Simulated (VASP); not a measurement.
A run of VASP 6.6.1 is set up as follows.

File INCAR:

```
ALGO = Normal
EDIFF = 1E-6
ENCUT = 1340
GGA = PE
GGA_COMPAT = F
ISIF = 2
ISMEAR = -1
LASPH = T
LCHARG = F
LREAL = F
LWAVE = F
NBANDS = 28
NELM = 120
PREC = Accurate
SIGMA = 0.05
```

Contents of KPOINTS:

```
k-points
0
Gamma
  5 5 5
```

Contents of POSCAR:

```
BaTiO3
1.0
    3.9998000000      0.0000000000      0.0000000000
    0.0000000000      3.9998000000      0.0000000000
    0.0000000000      0.0000000000      4.0180000000
Ba Ti O
1 1 3
Direct
   -0.0099110000      0.0153840000     -0.0038750000
    0.4968850000      0.5003450000      0.4933810000
   -0.0036910000      0.5004510000      0.5125520000
    0.5134300000      0.0004610000      0.5216300000
    0.5064820000      0.4930380000      0.0246330000
```

Potentials or basis: VASP PAW PBE potentials, release 64 (Ba_sv, Ti_sv, O_h).

The run is started by

```console
$ cat potpaw_PBE.64/Ba_sv/POTCAR potpaw_PBE.64/Ti_sv/POTCAR potpaw_PBE.64/O_h/POTCAR > POTCAR
$ mpirun -np 1 vasp_std > vasp.out
```

(1) Predict the pressure.

(2) Estimate the band gap on the k mesh.

(3) Predict the largest force.

Results:

(1) 4.6 GPa.

(2) 1.95 eV (least direct gap 2.07 eV).

(3) 0.597 eV/Å.

Caveat: the cell stands under pressure; spin-orbit coupling is left out, which moves the levels of the heavy elements.
